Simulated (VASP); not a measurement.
The system is AlN.

```
Al N
1.0
     0.00000    2.15448    2.15448
     2.15448    0.00000    2.15448
     2.15448    2.15448    0.00000
Al N
1 1
Cartesian
  0.0000 0.0000 0.0000
  1.0772 1.0772 1.0772
```

Program: VASP 6.6.1. Alike in all runs: task single point; no spin polarisation; cell as given; k mesh 10 × 10 × 10; smearing fermi-dirac 0.05 eV.

Question: Order these runs on this cell by their pressure, lowest first.
A. level PBE exchange alone; potentials or basis VASP PAW PBE potentials, release 64 (Al, N); cutoff (eV) 600
B. level LDA; potentials or basis VASP PAW LDA potentials, release 64 (Al, N); cutoff (eV) 520
C. level PBE; potentials or basis VASP PAW PBE potentials, release 64 (Al, N); cutoff (eV) 520
D. level PBE+D4; potentials or basis VASP PAW PBE potentials, release 64 (Al, N); cutoff (eV) 600
E. level BLYP; potentials or basis VASP PAW PBE potentials, release 64 (Al, N); cutoff (eV) 520

Answer: B (5.8 GPa), D (8.7 GPa), C (13.9 GPa), E (17.9 GPa), A (29.4 GPa).

Caveats: the PAW data sets were made with another functional, which shifts forces and pressure a little (some runs).
